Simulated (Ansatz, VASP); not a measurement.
# Two plane-wave programs on LiBe

```
Be Li
1.0
     2.29599    0.00000    0.00000
     0.00000    3.61277    0.00000
    -0.40174    0.00000    5.51353
Be Li
2 2
Direct
  0.24358 0.75000 0.42383
  0.75642 0.25000 0.57617
  0.26315 0.75000 0.84514
  0.73685 0.25000 0.15486
```

Alike in both runs: functional BLYP; k mesh 7 × 4 × 3; occupations fermi-dirac, width 0.05 eV; no spin polarisation.

|  | VASP | Ansatz |
| --- | --- | --- |
| version | VASP 6.6.1 | Ansatz 0.2.0 |
| potentials or method | VASP PAW PBE potentials, release 64 (Be, Li_sv) | Ansatz PAW |
| plane-wave cutoff (eV) | 520 | 420 |
| valence electrons in the cell | 10 | 10 |
| task | single point | projected density of states |

Ansatz gave:

* gap on the k mesh at the Fermi level (eV): none
* rms of the force components (eV/Å): 0.074

Task: What did VASP give for the same quantities?

Result: gap on the k mesh at the Fermi level (eV): none; rms of the force components (eV/Å): 0.075.

VASP's potentials were made for PBE, not for BLYP. Atom by atom the forces differ by 0.003 eV/Å (rms over components). A gap of «none» marks a metal or a gap that the smearing closes. The functional is the same, so the differences come from potentials, cutoffs and numerics.

The k mesh is coarse, so the values compare programs but aren't converged. Noted on VASP's run: the cutoff is short for stress, so the pressure is rough.
